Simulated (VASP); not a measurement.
# Al20O in VASP: a series of runs

The runs below take Al20O through single point, with LDA.

Everything below comes from runs of VASP 6.6.1. Logs are shortened: lines on timing, memory, paths and dates and some standing lists are left out, and cuts for length are marked.

**1. The cell of the first run**

The cell holds a slab with vacuum, 21 atoms: a = 8.100 Å, b = 5.728 Å, c = 16.728 Å, α = 90.00°, β = 90.00°, γ = 90.00°.

**2. Single point, LDA**

The input, INCAR:

```
SYSTEM = Al20O
ALGO = Normal
EDIFF = 1E-6
ENCUT = 520
ISIF = 2
ISMEAR = 0
LASPH = .True.
LCHARG = .False.
LREAL = Auto
LWAVE = .False.
NBANDS = 49
NELM = 100
PREC = Accurate
SIGMA = 0.1
```

The input, KPOINTS:

```
k-points
0
Gamma
  3 4 1
  0 0 0
```

The input, POSCAR:

```
Al20O
1.0
    8.1000000000      0.0000000000      0.0000000000
    0.0000000000      5.7275650000      0.0000000000
    0.0000000000      0.0000000000     16.7275650000
Al O
20 1
Direct
    0.0000000000      0.0000000000      0.0597816239
    0.5000000000      0.0000000000      0.0597816239
    0.0000000000      0.5000000873      0.0597816239
    0.5000000000      0.5000000873      0.0597816239
    0.2500000000      0.2499999564      0.1453823076
    0.7500000000      0.2499999564      0.1453823076
    0.2500000000      0.7500000436      0.1453823076
    0.7500000000      0.7500000436      0.1453823076
    0.0026908642      0.0061457181      0.2230625318
    0.5063528395     -0.0072917549      0.2270364515
    0.0089280247      0.5024234557      0.2252834169
    0.5063655556      0.4902739646      0.2226880003
    0.2631774074      0.2452644361      0.3127287803
    0.7566504938      0.2516612208      0.3043624102
    0.2741908642      0.7324880643      0.3100799190
    0.7616945679      0.7428144421      0.3079424889
   -0.0197235802      0.0174915518      0.3895387643
    0.5299981481     -0.0085146131      0.3881722175
    0.0087133333      0.5127945296      0.3865346809
    0.5207081481      0.4891652910      0.3853492125
    0.1504188889      0.8200849750      0.3930356271
```

Potentials or basis: VASP PAW LDA potentials, release 64 (Al, O).

Started as:

```console
$ cat potpaw_LDA.64/Al/POTCAR potpaw_LDA.64/O/POTCAR > POTCAR
$ mpirun -np 1 vasp_std > vasp.out
```

OUTCAR:

```text
SYSTEM = Al20O
   EDIFF = 1E-6
   ENCUT = 520
   ISIF = 2
   ISMEAR = 0
   LASPH = .True.
   LREAL = Auto
   NELM = 100
   PREC = Accurate

 ion  position               nearest neighbor table
   1  0.000  0.000  0.060-   9 2.73   3 2.86   6 2.86   7 2.86   8 2.86   5 2.86   3 2.86
   2  0.500  0.000  0.060-  10 2.80   4 2.86   6 2.86   7 2.86   8 2.86   5 2.86   4 2.86
   3  0.000  0.500  0.060-  11 2.77   1 2.86   8 2.86   7 2.86   6 2.86   5 2.86   1 2.86
   4  0.500  0.500  0.060-  12 2.73   2 2.86   8 2.86   7 2.86   6 2.86   5 2.86   2 2.86
   5  0.250  0.250  0.145-   9 2.77  11 2.77  13 2.80  12 2.81   7 2.86   2 2.86   1 2.86   4 2.86
                             3 2.86   7 2.86  10 2.89
   6  0.750  0.250  0.145-  14 2.66  12 2.73   9 2.80  10 2.82   8 2.86   2 2.86   1 2.86   4 2.86
                             3 2.86   8 2.86  11 2.88
   7  0.250  0.750  0.145-  11 2.76  15 2.76   9 2.80  10 2.85  12 2.86   5 2.86   3 2.86   4 2.86
                             1 2.86   2 2.86   5 2.86
   8  0.750  0.750  0.145-  16 2.72  10 2.77  12 2.79   9 2.83  11 2.86   6 2.86   3 2.86   4 2.86
                             1 2.86   2 2.86   6 2.86
   9  0.003  0.006  0.223-   1 2.73   5 2.77  17 2.79  14 2.79   6 2.80   7 2.80   8 2.83  11 2.84
                            16 2.85  11 2.89  13 2.93  15 3.07
  10  0.506  0.993  0.227-  18 2.70  15 2.77   8 2.77   2 2.80   6 2.82  14 2.83  13 2.83   7 2.85
                            12 2.85  16 2.86  12 2.88   5 2.89
  11  0.009  0.502  0.225-  19 2.70   7 2.76   3 2.77   5 2.77  16 2.80  14 2.83   9 2.84   8 2.86
[... 13 lines left out ...]
  18  0.530  0.991  0.388-  10 2.70  16 2.71  14 2.75  20 2.85  15 2.86  20 2.88  13 2.89
  19  0.009  0.513  0.387-  21 2.10  11 2.70  16 2.73  15 2.80  17 2.85  13 2.85  14 2.88  17 2.90

  20  0.521  0.489  0.385-  14 2.71  12 2.72  15 2.74  16 2.76  13 2.79  18 2.85  18 2.88
  21  0.150  0.820  0.393-  17 1.78  15 1.78  19 2.10

  LATTYP: Found a simple orthorhombic cell.
 ALAT       =     5.7275650000
 B/A-ratio  =     1.4142135445
 C/A-ratio  =     2.9205369123

  Lattice vectors:

 A1 = (   0.0000000000,  -5.7275650000,   0.0000000000)
 A2 = (   8.1000000000,   0.0000000000,   0.0000000000)
 A3 = (   0.0000000000,   0.0000000000,  16.7275650000)

Analysis of symmetry for initial positions (statically):
=====================================================================
 Subroutine PRICEL returns:
 Original cell was already a primitive cell.

 Routine SETGRP: Setting up the symmetry group for a
 simple orthorhombic supercell.

 Subroutine GETGRP returns: Found  1 space group operations
 (whereof  1 operations were pure point group operations)
 out of a pool of  8 trial point group operations.

The static configuration has the point symmetry C_1 .

Analysis of symmetry for dynamics (positions and initial velocities):
[... 140 lines left out ...]
   TEBEG  =    0.0;   TEEND  =   0.0 temperature during run
   PSTRESS=    0.0 pullay stress
   NELECT =      66.0000    total number of electrons
   NUPDOWN=      -1.0000    fix difference up-down
   EMIN   =  10.00;   EMAX   =-10.00  energy-range for DOS
   EFERMI =   0.00;   METHOD = LEGACY
   ISMEAR =     0;   SIGMA  =   0.10  broadening in eV -4-tet -1-fermi 0-gaus
   EFERMI_NEDOS =   21; number of points for ismear=-14 and -15
   IALGO  =     38    algorithm
   IMIX   =      4    mixing-type and parameters
     AMIX     =   0.40;   BMIX     =  1.00
     AMIX_MAG =   1.60;   BMIX_MAG =  1.00
  volume/ion in A,a.u.               =      36.95       249.38
  Fermi-wavevector in a.u.,A,eV,Ry     =   0.719935  1.360481  7.051995  0.518307
  Thomas-Fermi vector in A             =   1.809259
   LORBIT       =      0    0 simple, 1 ext, 2 COOP (PROOUT), +10 PAW based schemes
   GGA     = CA    functional components
   LHFCALC =     F    Hartree Fock is set to
   AEXX    =    0.0000 exact exchange contribution
   IVDW    =     0    specifies the selected vdW correction
   LEPSILON=     F    determine dielectric tensor
   LRPA    =     F    only Hartree local field effects (RPA)
 non-spin polarized calculation
 Gauss-broadening in eV      SIGMA  =   0.10
  energy-cutoff  :      520.00
  volume of cell :      776.05
 maximum number of plane-waves:     20916
   NGX = 31   NGY = 21   NGZ = 63

 number of electron      65.9999995 magnetization

 Free energy of the ion-electron system (eV)
  ---------------------------------------------------
  ext. energy  EPLUGINS =         0.00000000
  ---------------------------------------------------
  free energy    TOTEN  =       -86.35125835 eV

  energy without entropy =      -86.31767231  energy(sigma->0) =      -86.33446533

 E-fermi :   1.0447     XC(G=0):  -5.6524

 val. band max:        0.9640369170   @ k =   0.3333   0.0000   0.0000
 cond. band min:       1.0982539302   @ k =   0.3333   0.5000   0.0000
 fundamental gap:      0.1342170132
 Fermi energy:         1.0447243763

 k-point     1 :       0.0000    0.0000    0.0000
  band No.  band energies     occupation
      1     -18.7065      2.00000
      2      -9.5791      2.00000
      3      -7.7333      2.00000
      4      -7.6035      2.00000
      5      -7.2596      2.00000
      6      -6.4213      2.00000
[... 325 lines left out ...]
     44       3.2813      0.00000
     45       3.3859      0.00000
 [bands above 45 left out]

------------------------ aborting loop because EDIFF is reached ----------------------------------------

  FORCE on cell =-STRESS in cart. coord.  units (eV):
  Direction    XX          YY          ZZ          XY          YZ          ZX
  --------------------------------------------------------------------------------------
  -------------------------------------------------------------------------------------
  Total       -4.2554279    -12.0632221     -0.7388853     -1.6808095     -1.3069635     -1.8232640
  in kB       -8.7854913    -24.9049764     -1.5254565     -3.4700945     -2.6982753     -3.7641973
  external PRESSURE =     -11.7386414 kB  Pullay stress =       0.0000000 kB

 VOLUME and BASIS-vectors are now :
 -----------------------------------------------------------------------------
  energy-cutoff  :      520.00
  volume of cell :      776.05
      direct lattice vectors                 reciprocal lattice vectors
     8.100000000  0.000000000  0.000000000     0.123456790  0.000000000  0.000000000
     0.000000000  5.727565000  0.000000000     0.000000000  0.174594265  0.000000000
     0.000000000  0.000000000 16.727565000     0.000000000  0.000000000  0.059781564

 POSITION                                       TOTAL-FORCE (eV/Angst)
 -----------------------------------------------------------------------------------
      0.00000      0.00000      1.00000         0.000065     -0.098028      0.244565
      4.05000      0.00000      1.00000         0.113155      0.070243      0.307197
      0.00000      2.86378      1.00000         0.019577      0.157151      0.348255
      4.05000      2.86378      1.00000         0.054818     -0.062904      0.157647
      2.02500      1.43189      2.43189         0.136689      0.003810     -0.137113
      6.07500      1.43189      2.43189         0.000177     -0.080149     -0.526160
[... 13 lines left out ...]
      4.21774      2.80173      6.44595        -0.019506      0.051895      0.034773
      1.21839      4.69709      6.57453        -0.593725     -1.242642      0.532900
 -----------------------------------------------------------------------------------
    total drift:                                0.005292      0.004027     -0.002226

  FREE ENERGIE OF THE ION-ELECTRON SYSTEM (eV)
  ---------------------------------------------------
  free  energy   TOTEN  =       -86.3512583487 eV

  energy  without entropy=      -86.3176723135  energy(sigma->0) =      -86.33446533
```

stdout:

```text
POSCAR found type information on POSCAR AlO
 POSCAR found :  2 types and      21 ions
 scaLAPACK will be used
 LDA part: xc-table for (Slater(with rela. corr.)+CA(PZ))
 , standard interpolation
 POSCAR, INCAR and KPOINTS ok, starting setup
 FFT: planning ... GRIDC
 FFT: planning ... GRID_SOFT
 FFT: planning ... GRID
 WAVECAR not read
 entering main loop
```

Run time: 5.4 min. Hardware: 1 thread of Intel Xeon 6975P-C (Granite Rapids), shared host; peak memory 0.61 GiB.

What came out:

```
Free energy            : -86.3513 eV
Largest force          : 1.477 eV/Å
Band gap on the k mesh : zero (band 33 reaches 1.28 eV, above the bottom of band 34 at 0.96 eV)
```

Forces on the atoms (eV/Å):
```
Al   0.000 -0.098  0.245
Al   0.113  0.070  0.307
Al   0.020  0.157  0.348
Al   0.055 -0.063  0.158
Al   0.137  0.004 -0.137
Al   0.000 -0.080 -0.526
Al  -0.042  0.065 -0.118
Al   0.016  0.016 -0.353
Al   0.061  0.015  0.049
Al   0.023  0.004 -0.029
Al   0.004  0.020 -0.040
Al   0.001  0.017 -0.021
Al   0.033  0.250 -0.242
Al  -0.068  0.031 -0.008
Al   0.111  0.215 -0.083
Al  -0.050  0.016  0.045
Al   0.112  0.269 -0.124
Al  -0.135  0.052  0.013
Al   0.222  0.231 -0.049
Al  -0.020  0.052  0.035
O   -0.594 -1.243  0.533
```

**3. Single point, LDA**

The input, INCAR:

```
SYSTEM = Al20O
ALGO     = Normal         ! electronic algorithm
EDIFF    = 1E-6           ! SCF threshold, eV
ENCUT    = 520            ! plane-wave cutoff, eV
ISIF     = 2              ! what is computed and relaxed
ISMEAR   = 0              ! smearing method
LASPH    = .TRUE.         ! aspherical terms in the spheres
LCHARG   = .FALSE.        ! write CHGCAR
LREAL    = Auto         
LWAVE    = .FALSE.        ! write WAVECAR
NBANDS   = 49             ! bands
NELM     = 60             ! most SCF steps
PREC     = Accurate       ! precision mode
SIGMA    = 0.1            ! smearing width, eV
```

The input, KPOINTS:

```
k-points
0
G
  3 4 1
  0 0 0
```

The input, POSCAR:

```
Al20O
1.0
    8.1000000000      0.0000000000      0.0000000000
    0.0000000000      5.7275650000      0.0000000000
    0.0000000000      0.0000000000     16.7275650000
Al O
20 1
Direct
    0.0000000000      0.0000000000      0.0597816239
    0.5000000000      0.0000000000      0.0597816239
    0.0000000000      0.5000000873      0.0597816239
    0.5000000000      0.5000000873      0.0597816239
    0.2500000000      0.2499999564      0.1453823076
    0.7500000000      0.2499999564      0.1453823076
    0.2500000000      0.7500000436      0.1453823076
    0.7500000000      0.7500000436      0.1453823076
   -0.0018464198      0.0029454052      0.2214487285
    0.5038943210     -0.0077394146      0.2274200698
    0.0078981481      0.5004157962      0.2266115242
    0.5050981481      0.4901164806      0.2234502153
    0.2590080247      0.2197591821      0.3205773225
    0.7588939506      0.2484059107      0.3046112808
    0.2662296296      0.7115423395      0.3132571896
    0.7629125926      0.7415697596      0.3061691884
   -0.0286955556     -0.0067602899      0.3936929852
    0.5355562963     -0.0121400630      0.3874774362
   -0.0108425926      0.4851047522      0.3880479317
    0.5192088889      0.4851497975      0.3842482154
    0.1869277778      0.9400946126      0.3770857862
```

Potentials or basis: VASP PAW LDA potentials, release 64 (Al, O).

Started as:

```console
$ cat potpaw_LDA.64/Al/POTCAR potpaw_LDA.64/O/POTCAR > POTCAR
$ mpirun -np 1 vasp_std > vasp.out
```

Wall time 5.1 min (1 thread of Intel Xeon 6975P-C (Granite Rapids), shared host); peak memory 0.62 GiB.

Results (log left out):

- Free energy: -86.4259 eV
- Largest force: 0.947 eV/Å
- Band gap on the k mesh: zero (band 33 reaches 1.24 eV, above the bottom of band 34 at 0.87 eV)

Forces on the atoms (eV/Å):
```
Al  -0.054 -0.021  0.107
Al   0.096  0.010  0.379
Al  -0.004  0.055  0.371
Al   0.025  0.008  0.229
Al   0.045 -0.131 -0.011
Al   0.004 -0.141 -0.564
Al  -0.015  0.082 -0.075
Al  -0.027  0.027 -0.444
Al  -0.039 -0.021 -0.037
Al  -0.026 -0.001  0.009
Al  -0.007 -0.017  0.032
Al  -0.016  0.002  0.010
Al  -0.024 -0.133  0.142
Al   0.020 -0.016  0.010
Al  -0.036 -0.162  0.036
Al   0.004 -0.011 -0.039
Al  -0.162 -0.125  0.116
Al   0.046 -0.016 -0.007
Al  -0.184 -0.186  0.038
Al  -0.017 -0.021 -0.013
O    0.373  0.821 -0.288
```

Levels at points of the mesh, in eV from the Fermi level:
| k point | band 30 | band 31 | band 32 | band 33 | band 34 | band 35 | band 36 | band 37 |
| --- | --- | --- | --- | --- | --- | --- | --- | --- |
| (0.00, 0.00, 0.00) | -0.92 | -0.75 | -0.59 | -0.45 | -0.08 | 0.28 | 0.51 | 0.68 |
| (0.00, 0.50, 0.00) | -0.65 | -0.08 | 0.10 | 0.15 | 0.48 | 0.60 | 0.69 | 0.82 |

(Part 1 of 2 ends here.)
